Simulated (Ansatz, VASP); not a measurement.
## FeO: VASP beside Ansatz

File INCAR:

```
SYSTEM = FeO
  PREC = Accurate
  ENCUT = 520
  EDIFF = 1E-6
  ISMEAR = -1
  SIGMA = 0.05
  LREAL = .False.
  LASPH = .True.
  NELM = 150
  ALGO = Normal
  ISIF = 2
  LWAVE = .False.
  LCHARG = .True.
  ISPIN = 2
  MAGMOM = 3 0
  LORBIT = 11
  LMAXMIX = 4
  GGA = PS
  IVDW = 13
  LELF = .True.
  LVHAR = .True.
  NBANDS = 18
```

File KPOINTS:

```
regular mesh
0
Gamma
  11 11 11
  0 0 0
```

File POSCAR:

```
FeO
1.0
    0.0000000000      2.1554000000      2.1554000000
    2.1554000000      0.0000000000      2.1554000000
    2.1554000000      2.1554000000      0.0000000000
Fe O
1 1
Direct
    0.0000000000      0.0000000000      0.0000000000
    0.5000000000      0.5000000000      0.5000000000
```

input.yaml

```yaml
crystal:
  lattice:
    - [0.0, 2.1554, 2.1554]
    - [2.1554, 0.0, 2.1554]
    - [2.1554, 2.1554, 0.0]
  atoms:
    - { symbol: Fe, position: [0.0, 0.0, 0.0], spin: 3.0 }
    - { symbol: O, position: [0.5, 0.5, 0.5] }
hamiltonian:
  xc: pbesol
  pseudopotentials: { kind: paw }
  dispersion: d4
magnetization:
  spin_polarized: true
kpoints:
  mp_grid: { grid: [11, 11, 11] }
scf:
  occupations: { method: fermi_dirac, width: 0.05 }
output:
  forces: true
  stress: true
  eigenvalues: true
```

Alike in both runs: task single point; functional PBEsol; dispersion D4; k mesh 11 × 11 × 11; occupations fermi-dirac, width 0.05 eV; collinear spin.

```csv
,VASP,Ansatz
version,VASP 6.6.1,Ansatz 0.2.0
potentials or method,"VASP PAW PBE potentials, release 64 (Fe, O)",Ansatz PAW
plane-wave cutoff (eV),520,420
valence electrons in the cell,14,22
```

VASP gave:

| Property | Result |
| --- | --- |
| gap on the k mesh at the Fermi level (eV) | none |
| pressure (GPa) | -10.8 |
| net moment per atom (μB) | 2.00 |
| size of the moment on the site where the two differ most (μB) | 3.61 |

**Question.** What did Ansatz give for the same quantities?

**Answer.** gap on the k mesh at the Fermi level (eV): none; pressure (GPa): -11.1; net moment per atom (μB): 2.00; size of the moment on the site where the two differ most (μB): 3.44.

VASP's potentials were made for PBE, not for PBEsol. Site moments also hang on the region over which each program counts them. A gap of «none» marks a metal or a gap that the smearing closes. VASP's potentials hold 14 valence electrons a cell and Ansatz's 22, so a difference there can come from the potentials and not from the codes.
